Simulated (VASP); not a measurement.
# InAs (Fd-3m) in VASP: notebook

InAs is run at these levels: PBE; tasks: single point, relaxation of cell and atoms.

All numbers are computed with VASP 6.6.1; they aren't measurements. Logs are shortened: lines on timing, memory, paths and dates and some standing lists are left out, and cuts for length are marked.

### Step 1. The cell of the first run

It takes space group Fd-3m (No. 227, cubic). The conventional cell has a = 7.175 Å, b = 7.175 Å, c = 7.175 Å, α = 90.00°, β = 90.00°, γ = 90.00°. In (site symmetry -43m) has 4 In at 3.11 Å and 10 As at 3.11 to 3.59 Å within 4.1 Å. Within 4.1 Å of As (site symmetry -43m) lie 10 In at 3.11 to 3.59 Å and 4 As at 3.11 Å.

### Step 2. Single point, PBE

INCAR reads:

```
ALGO = Normal
EDIFF = 1E-7
ENCUT = 520
GGA = PE
ISIF = 2
ISMEAR = 0
LASPH = True
LCHARG = True
LELF = True
LREAL = False
LVHAR = True
LWAVE = False
NBANDS = 26
NELM = 80
PREC = Accurate
SIGMA = 0.1
```

KPOINTS reads:

```
k-points
0
Gamma
  12 12 12
```

POSCAR reads:

```
InAs
1.0
    0.0000000000      3.5873128948      3.5873128948
    3.5873128948      0.0000000000      3.5873128948
    3.5873128948      3.5873128948      0.0000000000
In As
2 2
Direct
    0.0000000000      0.0000000000      0.0000000000
    0.2500000000      0.2500000000      0.2500000000
    0.5000000000      0.5000000000      0.5000000000
    0.7500000000      0.7500000000      0.7500000000
```

Potentials or basis: VASP PAW PBE potentials, release 64 (In_d, As).

The run is started by

```bash
> cat potpaw_PBE.64/In_d/POTCAR potpaw_PBE.64/As/POTCAR > POTCAR
> mpirun -np 1 vasp_std > vasp.out
```

OUTCAR:

```text
EDIFF = 1E-7
   ENCUT = 520
   GGA = PE
   ISIF = 2
   ISMEAR = 0
   LASPH = True
   LREAL = False
   NELM = 80
   PREC = Accurate

 ion  position               nearest neighbor table
   1  0.000  0.000  0.000-   4 3.11   4 3.11   4 3.11   2 3.11   4 3.11   2 3.11   2 3.11   2 3.11

   2  0.250  0.250  0.250-   1 3.11   1 3.11   1 3.11   1 3.11   3 3.11   3 3.11   3 3.11   3 3.11

   3  0.500  0.500  0.500-   2 3.11   2 3.11   2 3.11   2 3.11
   4  0.750  0.750  0.750-   1 3.11   1 3.11   1 3.11   1 3.11

  LATTYP: Found a face centered cubic cell.
 ALAT       =     7.1746257896

  Lattice vectors:

 A1 = (   0.0000000000,   3.5873128948,   3.5873128948)
 A2 = (   3.5873128948,   0.0000000000,   3.5873128948)
 A3 = (   3.5873128948,   3.5873128948,   0.0000000000)

Analysis of symmetry for initial positions (statically):
=====================================================================
 Subroutine PRICEL returns:
 Original cell was already a primitive cell.

 Routine SETGRP: Setting up the symmetry group for a
 face centered cubic supercell.

 Subroutine GETGRP returns: Found 48 space group operations
 (whereof 24 operations were pure point group operations)
 out of a pool of 48 trial point group operations.

The static configuration has the point symmetry T_d .
 The point group associated with its full space group is O_h .

Analysis of symmetry for dynamics (positions and initial velocities):
=====================================================================
 Subroutine PRICEL returns:
 Original cell was already a primitive cell.

 Routine SETGRP: Setting up the symmetry group for a
 face centered cubic supercell.

 Subroutine GETGRP returns: Found 48 space group operations
 (whereof 24 operations were pure point group operations)
 out of a pool of 48 trial point group operations.

The dynamic configuration has the point symmetry T_d .
 The point group associated with its full space group is O_h .

 Subroutine INISYM returns: Found 48 space group operations
 (whereof 24 operations are pure point group operations),
 and found     1 'primitive' translations

----------------------------------------------------------------------------------------

                                     Primitive cell

  volume of cell :      92.3289

  direct lattice vectors                    reciprocal lattice vectors
     0.000000000  3.587312895  3.587312895    -0.139380092  0.139380092  0.139380092
     3.587312895  0.000000000  3.587312895     0.139380092 -0.139380092  0.139380092
     3.587312895  3.587312895  0.000000000     0.139380092  0.139380092 -0.139380092

  length of vectors
     5.073226548  5.073226548  5.073226548     0.241413400  0.241413400  0.241413400

  position of ions in fractional coordinates (direct lattice)
     0.000000000  0.000000000  0.000000000
     0.250000000  0.250000000  0.250000000
     0.500000000  0.500000000  0.500000000
     0.750000000  0.750000000  0.750000000

  ion indices of the primitive-cell ions
   primitive index   ion index
                 1           1
                 2           2
                 3           3
                 4           4

----------------------------------------------------------------------------------------

 KPOINTS: k-points

Automatic generation of k-mesh.
 Grid dimensions read from file:
 generate k-points for:   12   12   12

 Generating k-lattice:

  Cartesian coordinates                     Fractional coordinates (reciprocal lattice)
    -0.011615008  0.011615008  0.011615008     0.083333333  0.000000000  0.000000000
     0.011615008 -0.011615008  0.011615008     0.000000000  0.083333333  0.000000000
     0.011615008  0.011615008 -0.011615008     0.000000000  0.000000000  0.083333333

  Length of vectors
     0.020117783  0.020117783  0.020117783

  Shift w.r.t. Gamma in fractional coordinates (k-lattice)
     0.000000000  0.000000000  0.000000000

 Subroutine IBZKPT returns following result:
 ===========================================

 Found     72 irreducible k-points:

 Following reciprocal coordinates:
            Coordinates               Weight
  0.000000  0.000000  0.000000      1.000000
  0.083333  0.000000  0.000000      8.000000
  0.166667  0.000000  0.000000      8.000000
  0.250000  0.000000  0.000000      8.000000
  0.333333  0.000000  0.000000      8.000000
  0.416667  0.000000  0.000000      8.000000
[... 16 lines left out ...]
  0.500000  0.166667  0.000000     24.000000
 -0.416667  0.166667  0.000000     24.000000
 [... further k-points ...]
   k-points           NKPTS =     72   k-points in BZ     NKDIM =     72   number of bands    NBANDS=     26
   number of dos      NEDOS =    301   number of ions     NIONS =      4
   total plane-waves  NPLWV =  64000
   dimension x,y,z NGX =    40 NGY =   40 NGZ =   40
   dimension x,y,z NGXF=    80 NGYF=   80 NGZF=   80
   ions per type =               2   2
   NGX,Y,Z   is equivalent  to a cutoff of  13.11, 13.11, 13.11 a.u.
   NGXF,Y,Z  is equivalent  to a cutoff of  26.22, 26.22, 26.22 a.u.
 SYSTEM =  unknown system
   PREC   = accura    normal or accurate (medium, high low for compatibility)
   ISTART =      0    job   : 0-new  1-cont  2-samecut
   ICHARG =      2    charge: 1-file 2-atom 10-const
   ISPIN  =      1    spin polarized calculation?
   LNONCOLLINEAR =      F non collinear calculations
   LSORBIT =      F    spin-orbit coupling
   LASPH  =      T    aspherical Exc in radial PAW
   ENCUT  =  520.0 eV  38.22 Ry    6.18 a.u.   9.43  9.43  9.43*2*pi/ulx,y,z
   NELM   =     80;   NELMIN=  2; NELMDL= -5     # of ELM steps
   EDIFF  = 0.1E-06   stopping-criterion for ELM
   LREAL  =      F    real-space projection
   EDIFFG = 0.1E-05   stopping-criterion for IOM
   NSW    =      0    number of steps for IOM
   IBRION =     -1    ionic relax: 0-MD 1-quasi-New 2-CG
   NFREE  =      0    steps in history (QN), initial steepest desc. (CG)
   ISIF   =      2    stress and relaxation
   ISYM   =      2    0-nonsym 1-usesym 2-fastsym
   POTIM  = 0.5000    time-step for ionic-motion
   TEBEG  =    0.0;   TEEND  =   0.0 temperature during run
   PSTRESS=    0.0 pullay stress
   NELECT =      36.0000    total number of electrons
   NUPDOWN=      -1.0000    fix difference up-down
   EMIN   =  10.00;   EMAX   =-10.00  energy-range for DOS
   EFERMI =   0.00;   METHOD = LEGACY
   ISMEAR =     0;   SIGMA  =   0.10  broadening in eV -4-tet -1-fermi 0-gaus
   EFERMI_NEDOS =   21; number of points for ismear=-14 and -15
   IALGO  =     38    algorithm
   IMIX   =      4    mixing-type and parameters
     AMIX     =   0.40;   BMIX     =  1.00
     AMIX_MAG =   1.60;   BMIX_MAG =  1.00
  volume/ion in A,a.u.               =      23.08       155.77
  Fermi-wavevector in a.u.,A,eV,Ry     =   1.195996  2.260105 19.461862  1.430407
  Thomas-Fermi vector in A             =   2.331947
   LORBIT       =      0    0 simple, 1 ext, 2 COOP (PROOUT), +10 PAW based schemes
   GGA     = PE    functional components
   LHFCALC =     F    Hartree Fock is set to
   AEXX    =    0.0000 exact exchange contribution
   IVDW    =     0    specifies the selected vdW correction
   LEPSILON=     F    determine dielectric tensor
   LRPA    =     F    only Hartree local field effects (RPA)
 non-spin polarized calculation
 Gauss-broadening in eV      SIGMA  =   0.10
  energy-cutoff  :      520.00
  volume of cell :       92.33
 maximum number of plane-waves:      2517
 NGX is ok and might be reduce to    40
   NGX = 19   NGY = 19   NGZ = 19

 number of electron      35.9999990 magnetization

 Free energy of the ion-electron system (eV)
  ---------------------------------------------------
  ext. energy  EPLUGINS =         0.00000000
  ---------------------------------------------------
  free energy    TOTEN  =       -13.50574170 eV

  energy without entropy =      -13.49352204  energy(sigma->0) =      -13.49963187

 E-fermi :   6.7382     XC(G=0): -10.3876

 val. band max:        6.7291028888   @ k =  -0.4167   0.1667   0.0833
 cond. band min:       6.7758381430   @ k =   0.5000   0.2500   0.0000
 fundamental gap:      0.0467352542
 Fermi energy:         6.7382272715

 k-point     1 :       0.0000    0.0000    0.0000
  band No.  band energies     occupation
      1      -7.9769      2.00000
      2      -7.9769      2.00000
      3      -7.9769      2.00000
      4      -7.9286      2.00000
      5      -7.9286      2.00000
      6      -7.7004      2.00000
[... 18 lines left out ...]
     25      11.4939      0.00000
     26      14.7182      0.00000

 k-point     2 :       0.0833    0.0000    0.0000
  band No.  band energies     occupation
      1      -7.9823      2.00000
      2      -7.9823      2.00000
      3      -7.9765      2.00000
      4      -7.9213      2.00000
      5      -7.9213      2.00000
      6      -7.7038      2.00000
[... 18 lines left out ...]
     25      11.7557      0.00000
     26      14.2319      0.00000

 k-point     3 :       0.1667    0.0000    0.0000
  band No.  band energies     occupation
      1      -7.9917      2.00000
      2      -7.9917      2.00000
      3      -7.9762      2.00000
      4      -7.9074      2.00000
      5      -7.9074      2.00000
      6      -7.7120      2.00000
[... 18 lines left out ...]
     25      12.4518      0.00000
     26      13.1617      0.00000

 k-point     4 :       0.2500    0.0000    0.0000
  band No.  band energies     occupation
      1      -7.9986      2.00000
      2      -7.9986      2.00000
      3      -7.9773      2.00000
      4      -7.8956      2.00000
      5      -7.8956      2.00000
      6      -7.7220      2.00000
[... 18 lines left out ...]
     25      13.4341      0.00000
     26      13.4374      0.00000
[... 496 lines left out ...]
      1      -8.0346      2.00000
      2      -8.0019      2.00000
      3      -7.9673      2.00000
      4      -7.8771      2.00000
      5      -7.8520      2.00000
      6      -7.7894      2.00000
[... 18 lines left out ...]
     25      13.0501      0.00000
     26      13.8787      0.00000

 k-point    23 :       0.5000    0.1667    0.0000
  band No.  band energies     occupation
      1      -8.0443      2.00000
      2      -8.0067      2.00000
      3      -7.9520      2.00000
      4      -7.8682      2.00000
      5      -7.8611      2.00000
      6      -7.7767      2.00000
[... 18 lines left out ...]
     25      12.8561      0.00000
     26      14.5730      0.00000

 k-point    24 :      -0.4167    0.1667    0.0000
  band No.  band energies     occupation
      1      -8.0466      2.00000
      2      -8.0114      2.00000
      3      -7.9388      2.00000
      4      -7.8769      2.00000
      5      -7.8601      2.00000
      6      -7.7615      2.00000
[... 18 lines left out ...]
     25      12.3859      0.00000
     26      14.4531      0.00000

 [... further k-points ...]
[... 5 lines left out ...]
  --------------------------------------------------------------------------------------
  -------------------------------------------------------------------------------------
  Total       -0.0049234     -0.0049234     -0.0049234      0.0000000      0.0000000      0.0000000
  in kB       -0.0854358     -0.0854358     -0.0854358      0.0000000      0.0000000      0.0000000
  external PRESSURE =      -0.0854358 kB  Pullay stress =       0.0000000 kB

 VOLUME and BASIS-vectors are now :
 -----------------------------------------------------------------------------
  energy-cutoff  :      520.00
  volume of cell :       92.33
      direct lattice vectors                 reciprocal lattice vectors
     0.000000000  3.587312895  3.587312895    -0.139380092  0.139380092  0.139380092
     3.587312895  0.000000000  3.587312895     0.139380092 -0.139380092  0.139380092
     3.587312895  3.587312895  0.000000000     0.139380092  0.139380092 -0.139380092

 POSITION                                       TOTAL-FORCE (eV/Angst)
 -----------------------------------------------------------------------------------
      0.00000      0.00000      0.00000        -0.000000     -0.000000     -0.000000
      1.79366      1.79366      1.79366         0.000000      0.000000      0.000000
      3.58731      3.58731      3.58731         0.000000      0.000000     -0.000000
      5.38097      5.38097      5.38097        -0.000000     -0.000000     -0.000000
 -----------------------------------------------------------------------------------
    total drift:                               -0.000000      0.000000      0.000000

  FREE ENERGIE OF THE ION-ELECTRON SYSTEM (eV)
  ---------------------------------------------------
  free  energy   TOTEN  =       -13.5057416988 eV

  energy  without entropy=      -13.4935220442  energy(sigma->0) =      -13.49963187
```

It took 83 s on 1 thread of Intel Xeon 6975P-C (Granite Rapids), shared host; peak memory 0.33 GiB.

What came out:

- Free energy: -13.5057 eV
- Pressure: 0.0 GPa
- Band gap on the k mesh: zero (bands 18 and 19 overlap by 2.81 eV)

Caveat: spin-orbit coupling is left out, which moves the levels of the heavy elements.

(Part 1 of 2 ends here.)

The gap in the log of VASP goes by the Fermi energy; the results here count the filled bands.